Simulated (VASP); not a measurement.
Set up this calculation in VASP 6.6.1, as the native input.

- Task: single point
- Functional: r2SCAN
- Potentials or basis: VASP PAW PBE potentials, release 64 (W_sv, C)
- Cutoff: 520 eV
- k mesh: 20 × 20 × 20
- Occupations: gaussian, width 0.15 eV
- Spin: no spin polarisation
- Dipole correction: no
- Further INCAR settings: ALGO = Normal; EDIFF = 1e-06; NBANDS = 16

WC:

```
CELL_PARAMETERS angstrom
0.00000 2.19268 2.19268
2.19268 0.00000 2.19268
2.19268 2.19268 0.00000
ATOMIC_POSITIONS crystal
W 0.00000 0.00000 0.00000
C 0.50000 0.50000 0.50000
```

One way to write it, as run:

POSCAR

```
WC
1.0
    0.0000000000      2.1926840000      2.1926840000
    2.1926840000      0.0000000000      2.1926840000
    2.1926840000      2.1926840000      0.0000000000
W C
1 1
Direct
    0.0000000000      0.0000000000      0.0000000000
    0.5000000000      0.5000000000      0.5000000000
```

INCAR.step1

```
PREC = Accurate
ENCUT = 520
ISMEAR = 0
SIGMA = 0.15
LREAL = F
LASPH = T
NELM = 100
NBANDS = 16
GGA = PE
ALGO = Normal
EDIFF = 1E-4
LWAVE = T
LCHARG = F
```

INCAR.step2

```
PREC = Accurate
ENCUT = 520
EDIFF = 1E-6
ISMEAR = 0
SIGMA = 0.15
LREAL = F
LASPH = T
NELM = 100
ALGO = Normal
ISIF = 2
LWAVE = F
LCHARG = F
METAGGA = R2SCAN
LMIXTAU = T
NBANDS = 16
ISTART = 1
```

KPOINTS

```
regular mesh
0
Gamma
  20 20 20
```

Potentials or basis: VASP PAW PBE potentials, release 64 (W_sv, C).

Run with:

```sh
$ cat potpaw_PBE.64/W_sv/POTCAR potpaw_PBE.64/C/POTCAR > POTCAR
$ cp INCAR.step1 INCAR
$ mpirun -np 1 vasp_std > vasp.out
$ cp INCAR.step2 INCAR
$ mpirun -np 1 vasp_std > vasp.out
```

Results of the run:

```json
{
 "Pressure": "-3.6 GPa",
 "Band gap on the k mesh": "zero (band 9 reaches 13.50 eV, above the bottom of band 10 at 10.18 eV)"
}
```

Caveat: the PAW data sets were made with another functional, which shifts forces and pressure a little; spin-orbit coupling is left out, which moves the levels of the heavy elements.

It took 2.9 min on 1 thread of Intel Xeon 6975P-C, on a shared host, peak memory 0.22 GiB.
